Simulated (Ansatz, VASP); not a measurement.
## Ge: VASP beside Ansatz

```xyz
2
Lattice="0.0000 2.8088 2.8088 2.8088 0.0000 2.8088 2.8088 2.8088 0.0000" Properties=species:S:1:pos:R:3 pbc="T T T"
Ge    0.0000    0.0000    0.0000
Ge    1.4044    1.4044    1.4044
```

Alike in both runs: task single point; functional r2SCAN; k mesh 10 × 10 × 10; no spin polarisation.

|  | VASP | Ansatz |
| --- | --- | --- |
| version | VASP 6.6.1 | Ansatz 0.2.0 |
| potentials or method | VASP PAW PBE potentials, release 64 (Ge_d), cutoff 520 eV | PAW plane waves |
| occupations | fermi-dirac, width 0.1 eV | fermi-dirac |
| valence electrons in the cell | 28 | 28 |

```tsv
	VASP	Ansatz	Ansatz less VASP
pressure (GPa)	2.4	2.3	-0.07
```

VASP's potentials were made for PBE, not for r2SCAN.
